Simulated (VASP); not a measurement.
# Re in VASP: a series of runs, part 2 of 2

VASP 6.6.1. The steps go on from the part before.

### 4 Electric field gradients, PBE (z stretched by +4 % at fixed volume)

Contents of INCAR:

```
  ALGO = Normal
  EDIFF = 1E-8
  ENCUT = 520
  GGA = PE
  ISIF = 2
  ISMEAR = -1
  LASPH = T
  LCHARG = F
  LEFG = T
  LREAL = F
  LWAVE = F
  NBANDS = 10
  NELM = 100
  PREC = Accurate
  SIGMA = 0.05
```

Contents of KPOINTS:

```
k-points
0
Gamma
  14 14 14
```

Contents of POSCAR:

```
Re
1.0
    0.0000000000      1.9366468345      2.0540000000
    1.9366468345      0.0000000000      2.0540000000
    1.9366468345      1.9366468345      0.0000000000
Re
1
Direct
    0.0000000000      0.0000000000      0.0000000000
```

Potentials or basis: VASP PAW PBE potentials, release 64 (Re).

Run with:

```
$ cat potpaw_PBE.64/Re/POTCAR > POTCAR
$ mpirun -np 1 vasp_std > vasp.out
```

OUTCAR:

```text
EDIFF = 1E-8
   ENCUT = 520
   GGA = PE
   ISIF = 2
   ISMEAR = -1
   LASPH = T
   LREAL = F
   NELM = 100
   PREC = Accurate

 ion  position               nearest neighbor table
   1  0.000  0.000  0.000-

  LATTYP: Found a body centered tetragonal cell.
 ALAT       =     2.7388322189
 C/A-ratio  =     1.4999093306

  Lattice vectors:

 A1 = (  -1.9366468345,   0.0000000000,   2.0540000000)
[... 518 lines left out ...]
 -----------------------------------------------------------------------------------
    total drift:                               -0.000000     -0.000000      0.000000

  FREE ENERGIE OF THE ION-ELECTRON SYSTEM (eV)
  ---------------------------------------------------
  free  energy   TOTEN  =       -12.3204034933 eV

  energy  without entropy=      -12.3113574085  energy(sigma->0) =      -12.31588045

 Electric field gradients (V/A^2)
---------------------------------------------------------------------
 ion       V_xx      V_yy      V_zz      V_xy      V_xz      V_yz
---------------------------------------------------------------------
   1       8.526     8.526   -17.052     0.000    -0.000    -0.000
---------------------------------------------------------------------

 Electric field gradients after diagonalization (V/A^2)
 (convention: |V_zz| > |V_xx| > |V_yy|)
----------------------------------------------------------------------
 ion       V_xx      V_yy      V_zz     asymmetry (V_yy - V_xx)/ V_zz
----------------------------------------------------------------------
   1       8.526     8.526   -17.052       0.000
----------------------------------------------------------------------

           NMR quadrupolar parameters

 Cq : quadrupolar parameter    Cq=e*Q*V_zz/h
 eta: asymmetry parameters     (V_yy - V_xx)/ V_zz
 Q  : nuclear electric quadrupole moment in mb (millibarn)
----------------------------------------------------------------------
 ion       Cq(MHz)       eta       Q (mb)
----------------------------------------------------------------------
   1      -0.041       0.000       1.000
----------------------------------------------------------------------
```

OSZICAR:

```text
N       E                     dE             d eps       ncg     rms          rms(c)
DAV:   1     0.521216344782E+01    0.52122E+01   -0.34017E+03  7702   0.768E+02
DAV:   2    -0.126953035894E+02   -0.17907E+02   -0.16571E+02  7510   0.161E+02
DAV:   3    -0.130517541911E+02   -0.35645E+00   -0.34670E+00  8022   0.358E+01
DAV:   4    -0.130533864946E+02   -0.16323E-02   -0.16302E-02  7924   0.122E+00
DAV:   5    -0.130533902098E+02   -0.37152E-05   -0.37139E-05  7148   0.282E-02    0.276E+01
DAV:   6    -0.125058944396E+02    0.54750E+00   -0.48600E-01  7690   0.187E+01    0.107E+01
DAV:   7    -0.123269065027E+02    0.17899E+00   -0.34208E-01  7740   0.149E+01    0.899E-01
DAV:   8    -0.123207290169E+02    0.61775E-02   -0.37527E-03  7430   0.600E-01    0.193E-01
DAV:   9    -0.123203937597E+02    0.33526E-03   -0.30829E-04  7402   0.165E-01    0.199E-02
DAV:  10    -0.123204038648E+02   -0.10105E-04   -0.13234E-05  7220   0.231E-02    0.329E-03
DAV:  11    -0.123204037994E+02    0.65424E-07   -0.13719E-07  5924   0.832E-03    0.182E-03
DAV:  12    -0.123204034971E+02    0.30229E-06   -0.35945E-08  5616   0.476E-03    0.255E-04
DAV:  13    -0.123204034933E+02    0.38382E-08   -0.53262E-10  3502   0.581E-04
   1 F= -.12320403E+02 E0= -.12315880E+02  d E =-.904608E-02
```

Wall time 50 s (1 thread of AMD EPYC 7R43 (Zen 3), shared host); peak memory 0.13 GiB.

Results:

```yaml
Free_energy: -12.3204 eV
Pressure: -9.4 GPa
```

Levels at points of the mesh, in eV from the Fermi level:
```tsv
k point	band 1	band 2	band 3	band 4	band 5	band 6	band 7
(0.00, 0.00, 0.00)	-9.83	-2.36	-1.51	-1.51	0.55	1.70	13.90
(0.50, 0.00, 0.00)	-6.57	-2.42	-1.57	0.13	3.30	3.74	9.33
(0.50, 0.50, 0.00)	-6.51	-5.57	1.81	3.56	4.17	4.17	11.23
(0.50, 0.00, 0.50)	-6.44	-5.62	3.00	3.37	3.76	4.68	11.20
```

Electric field gradients, principal values (V/Å²):
```csv
atom,least,middle,greatest (by size)
1 Re,8.526,8.526,-17.052
```

Caveat: without QUAD_EFG the Cq values of the log hold for a quadrupole moment of 1 mb, not for the nuclei; spin-orbit coupling is left out, which moves the levels of the heavy elements.

### 5 Electric field gradients, PBE (z stretched by +4 % at fixed volume)

Contents of INCAR:

```
SYSTEM = Re
PREC = Accurate
ENCUT = 520
EDIFF = 1E-8
ISMEAR = -1
SIGMA = 0.05
LREAL = .False.
LASPH = .True.
NELM = 80
ALGO = Normal
ISIF = 2
LWAVE = .False.
LCHARG = .False.
GGA = PE
LEFG = .True.
NBANDS = 10
```

Contents of KPOINTS:

```
Automatic mesh
0
Gamma
  14 14 14
  0 0 0
```

POSCAR is that of step 4.

Potentials or basis: VASP PAW PBE potentials, release 64 (Re).

Run with:

```
$ cat potpaw_PBE.64/Re/POTCAR > POTCAR
$ mpirun -np 1 vasp_std > vasp.out
```

OUTCAR:

```text
SYSTEM = Re
   PREC = Accurate
   ENCUT = 520
   EDIFF = 1E-8
   ISMEAR = -1
   LREAL = .False.
   LASPH = .True.
   NELM = 80
   ISIF = 2
   GGA = PE

 ion  position               nearest neighbor table
   1  0.000  0.000  0.000-

  LATTYP: Found a body centered tetragonal cell.
 ALAT       =     2.7388322189
 C/A-ratio  =     1.4999093306

  Lattice vectors:

 A1 = (  -1.9366468345,   0.0000000000,   2.0540000000)
 A2 = (   1.9366468345,   0.0000000000,   2.0540000000)
 A3 = (   0.0000000000,   1.9366468345,  -2.0540000000)

Analysis of symmetry for initial positions (statically):
=====================================================================
 Subroutine PRICEL returns:
 Original cell was already a primitive cell.

 Routine SETGRP: Setting up the symmetry group for a
 body centered tetragonal supercell.

 Subroutine GETGRP returns: Found 16 space group operations
 (whereof 16 operations were pure point group operations)
 out of a pool of 16 trial point group operations.
[... 493 lines left out ...]
 -----------------------------------------------------------------------------
  energy-cutoff  :      520.00
  volume of cell :       15.41
      direct lattice vectors                 reciprocal lattice vectors
     0.000000000  1.936646835  2.054000000    -0.258178203  0.258178203  0.243427459
     1.936646835  0.000000000  2.054000000     0.258178203 -0.258178203  0.243427459
     1.936646835  1.936646835  0.000000000     0.258178203  0.258178203 -0.243427459

 POSITION                                       TOTAL-FORCE (eV/Angst)
 -----------------------------------------------------------------------------------
      0.00000      0.00000      0.00000        -0.000000      0.000000      0.000000
 -----------------------------------------------------------------------------------
    total drift:                               -0.000000     -0.000000      0.000000

  FREE ENERGIE OF THE ION-ELECTRON SYSTEM (eV)
  ---------------------------------------------------
  free  energy   TOTEN  =       -12.3204034933 eV

  energy  without entropy=      -12.3113574085  energy(sigma->0) =      -12.31588045

 Electric field gradients (V/A^2)
---------------------------------------------------------------------
 ion       V_xx      V_yy      V_zz      V_xy      V_xz      V_yz
---------------------------------------------------------------------
   1       8.526     8.526   -17.052     0.000    -0.000    -0.000
---------------------------------------------------------------------

 Electric field gradients after diagonalization (V/A^2)
 (convention: |V_zz| > |V_xx| > |V_yy|)
----------------------------------------------------------------------
 ion       V_xx      V_yy      V_zz     asymmetry (V_yy - V_xx)/ V_zz
----------------------------------------------------------------------
   1       8.526     8.526   -17.052       0.000
----------------------------------------------------------------------

           NMR quadrupolar parameters

 Cq : quadrupolar parameter    Cq=e*Q*V_zz/h
 eta: asymmetry parameters     (V_yy - V_xx)/ V_zz
 Q  : nuclear electric quadrupole moment in mb (millibarn)
----------------------------------------------------------------------
 ion       Cq(MHz)       eta       Q (mb)
----------------------------------------------------------------------
   1      -0.041       0.000       1.000
----------------------------------------------------------------------
```

Wall time 49 s (1 thread of AMD EPYC 7R43 (Zen 3), shared host); peak memory 0.13 GiB.

What came out:

```
Free energy : -12.3204 eV
Pressure    : -9.4 GPa
```

Stress tensor (GPa, compression positive):
```
 -4.34   0.00   0.00
  0.00  -4.34   0.00
  0.00   0.00 -19.52
```

Electric field gradients, principal values (V/Å²):
```
atom  least  middle  greatest (by size)
1 Re  8.526   8.526             -17.052
```

Caveat: without QUAD_EFG the Cq values of the log hold for a quadrupole moment of 1 mb, not for the nuclei; spin-orbit coupling is left out, which moves the levels of the heavy elements.

### 6 Electric field gradients, PBE (equal xy, yz and zx shear strains of +1.5 %)

Contents of INCAR:

```
SYSTEM = Re
  PREC = Accurate
  ENCUT = 520
  EDIFF = 1E-8
  ISMEAR = -1
  SIGMA = 0.05
  LREAL = .False.
  LASPH = .True.
  NELM = 100
  ALGO = Normal
  ISIF = 2
  LWAVE = .False.
  LCHARG = .False.
  GGA = PE
  LEFG = .True.
  NBANDS = 10
```

Contents of KPOINTS:

```
regular mesh
0
Gamma
  14 14 14
  0 0 0
```

Contents of POSCAR:

```
Re
1.0
    0.0296250000      1.9898125000      1.9898125000
    1.9898125000      0.0296250000      1.9898125000
    1.9898125000      1.9898125000      0.0296250000
Re
1
Direct
    0.0000000000      0.0000000000      0.0000000000
```

Potentials or basis: VASP PAW PBE potentials, release 64 (Re).

Run with:

```
$ cat potpaw_PBE.64/Re/POTCAR > POTCAR
$ mpirun -np 1 vasp_std > vasp.out
```

OUTCAR:

```text
SYSTEM = Re
   PREC = Accurate
   ENCUT = 520
   EDIFF = 1E-8
   ISMEAR = -1
   LREAL = .False.
   LASPH = .True.
   NELM = 100
   ISIF = 2
   GGA = PE

 ion  position               nearest neighbor table
   1  0.000  0.000  0.000-

  LATTYP: Found a trigonal (rhomboedric) cell.
 ALAT       =     2.8141757605
 COS(alpha) =     0.5148312781

  Lattice vectors:

 A1 = (   0.0296250000,   1.9898125000,   1.9898125000)
 A2 = (   1.9898125000,   0.0296250000,   1.9898125000)
 A3 = (   1.9898125000,   1.9898125000,   0.0296250000)

Analysis of symmetry for initial positions (statically):
=====================================================================
 Subroutine PRICEL returns:
 Original cell was already a primitive cell.

 Routine SETGRP: Setting up the symmetry group for a
 trigonal (rhombohedral) supercell.

 Subroutine GETGRP returns: Found 12 space group operations
 (whereof 12 operations were pure point group operations)
 out of a pool of 12 trial point group operations.

The static configuration has the point symmetry D_3d.

Analysis of symmetry for dynamics (positions and initial velocities):
=====================================================================
 Subroutine PRICEL returns:
 Original cell was already a primitive cell.

 Routine SETGRP: Setting up the symmetry group for a
 trigonal (rhombohedral) supercell.

 Subroutine GETGRP returns: Found 12 space group operations
 (whereof 12 operations were pure point group operations)
 out of a pool of 12 trial point group operations.

The dynamic configuration has the point symmetry D_3d.

 Subroutine INISYM returns: Found 12 space group operations
 (whereof 12 operations are pure point group operations),
 and found     1 'primitive' translations

[... 149 lines left out ...]
      1      -2.2181      2.00000
      2       5.5325      2.00000
      3       5.9215      2.00000
      4       5.9215      2.00000
      5       8.7787      0.00000
      6       8.7787      0.00000
      7      21.4520      0.00000
      8      26.4388      0.00000
      9      27.0799      0.00000
     10      27.0799      0.00000
[... 287 lines left out ...]
 k-point    24 :       0.2857    0.1429    0.0000
  band No.  band energies     occupation
      1       0.5432      2.00000
      2       4.2173      2.00000
      3       6.0974      2.00000
      4       6.8864      2.00000
      5       8.3922      0.00000
      6       9.7815      0.00000
      7      22.7375      0.00000
      8      25.7886      0.00000
      9      27.5697      0.00000
     10      28.5651      0.00000

 [... further k-points ...]
[... 5 lines left out ...]
  --------------------------------------------------------------------------------------
  -------------------------------------------------------------------------------------
  Total       -0.9170737     -0.9170737     -0.9170737     -0.2497595     -0.2497595     -0.2497595
  in kB      -95.3798121    -95.3798121    -95.3798121    -25.9761191    -25.9761191    -25.9761191
  external PRESSURE =     -95.3798121 kB  Pullay stress =       0.0000000 kB

 VOLUME and BASIS-vectors are now :
 -----------------------------------------------------------------------------
  energy-cutoff  :      520.00
  volume of cell :       15.40
      direct lattice vectors                 reciprocal lattice vectors
     0.029625000  1.989812500  1.989812500    -0.256962449  0.253192829  0.253192829
     1.989812500  0.029625000  1.989812500     0.253192829 -0.256962449  0.253192829
     1.989812500  1.989812500  0.029625000     0.253192829  0.253192829 -0.256962449

 POSITION                                       TOTAL-FORCE (eV/Angst)
 -----------------------------------------------------------------------------------
      0.00000      0.00000      0.00000        -0.000000     -0.000000     -0.000000
 -----------------------------------------------------------------------------------
    total drift:                               -0.000000      0.000000     -0.000000

  FREE ENERGIE OF THE ION-ELECTRON SYSTEM (eV)
  ---------------------------------------------------
  free  energy   TOTEN  =       -12.3426587820 eV

  energy  without entropy=      -12.3335352002  energy(sigma->0) =      -12.33809699

 Electric field gradients (V/A^2)
---------------------------------------------------------------------
 ion       V_xx      V_yy      V_zz      V_xy      V_xz      V_yz
---------------------------------------------------------------------
   1       0.000    -0.000     0.000    25.031    25.031    25.031
---------------------------------------------------------------------

 Electric field gradients after diagonalization (V/A^2)
 (convention: |V_zz| > |V_xx| > |V_yy|)
----------------------------------------------------------------------
 ion       V_xx      V_yy      V_zz     asymmetry (V_yy - V_xx)/ V_zz
----------------------------------------------------------------------
   1     -25.031   -25.031    50.062       0.000
----------------------------------------------------------------------

           NMR quadrupolar parameters

 Cq : quadrupolar parameter    Cq=e*Q*V_zz/h
 eta: asymmetry parameters     (V_yy - V_xx)/ V_zz
 Q  : nuclear electric quadrupole moment in mb (millibarn)
----------------------------------------------------------------------
 ion       Cq(MHz)       eta       Q (mb)
----------------------------------------------------------------------
   1       0.121       0.000       1.000
----------------------------------------------------------------------
```

It took 70 s on 1 thread of AMD EPYC 7R43 (Zen 3), shared host; peak memory 0.14 GiB.

Results:

* Free energy: -12.3427 eV
* Pressure: -9.5 GPa

Stress tensor (GPa, compression positive):
```
-9.54 -2.60 -2.60
-2.60 -9.54 -2.60
-2.60 -2.60 -9.54
```

Levels at points of the mesh, in eV from the Fermi level:
```
           k point  band 2  band 3  band 4  band 5  band 6  band 7
(0.00, 0.00, 0.00)   -2.07   -1.68   -1.68    1.18    1.18   13.85
(0.50, 0.00, 0.00)   -2.22   -1.81    0.22    3.41    3.73    9.43
(0.50, 0.50, 0.00)   -5.61    2.61    3.47    4.22    4.27   11.65
(0.50, 0.50, 0.50)   -1.91   -1.91   -0.09    3.47    3.47    8.98
```

Electric field gradients, principal values (V/Å²):
| atom | least | middle | greatest (by size) |
| --- | --- | --- | --- |
| 1 Re | -25.031 | -25.031 | 50.062 |

Caveat: the cell differs from its parent crystal (equal xy, yz and zx shear strains of +1.5 %); without QUAD_EFG the Cq values of the log hold for a quadrupole moment of 1 mb, not for the nuclei; spin-orbit coupling is left out, which moves the levels of the heavy elements.

### 7 The runs side by side

| cell | gap on the mesh (eV) | pressure (GPa) |
| --- | --- | --- |
| a = 2.737 Å, angles 60.0°, 1 atom | none | 13.1 |
| a = 2.793 Å, angles 60.0°, 1 atom | none | -9.8 |
| a = 2.823, b = 2.823, c = 2.739 Å, angles 61.0, 61.0, 58.0°, 1 atom | none | -9.4 |
| a = 2.814 Å, angles 59.0°, 1 atom | none | -9.5 |

Alike in all rows: task electric field gradients; level PBE; potentials or basis VASP PAW PBE potentials, release 64 (Re); no spin polarisation; k mesh 14 × 14 × 14; cutoff (eV) 520; smearing fermi-dirac 0.05 eV.

Caveats: spin-orbit coupling is left out, which moves the levels of the heavy elements.

Absolute energies hang on the potentials; compare differences alone.
